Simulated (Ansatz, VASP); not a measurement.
## Two plane-wave programs on SbP

```
Sb P
1.0
     2.90691    0.00000    0.00000
     0.00000    2.90691    0.00000
     0.00000    0.00000    5.53982
Sb P
1 1
Direct
  0.00000 0.00000 0.00000
  0.00000 0.00000 0.50000
```

Alike in both runs: functional PBE; k mesh 14 × 14 × 8; occupations fermi-dirac, width 0.15 eV; no spin polarisation.

Ansatz relaxed the structure, and its values are those at the end. VASP's run is a single point on that final structure, the one shown.

```csv
,VASP,Ansatz
version,VASP 6.6.1,Ansatz 0.2.0
potentials or method,"VASP PAW PBE potentials, release 64 (Sb, P), cutoff 520 eV","scalar-relativistic, plane waves, PAW"
valence electrons in the cell,10,20
```

```csv
,VASP,Ansatz,Ansatz less VASP
gap on the k mesh at the Fermi level (eV),none,none,-
pressure (GPa),0.0,0.0,-0.03
```

A gap of «none» marks a metal or a gap that the smearing closes. VASP's potentials hold 10 valence electrons a cell and Ansatz's 20, so a difference there can come from the potentials and not from the codes.

Spin-orbit coupling is off throughout.
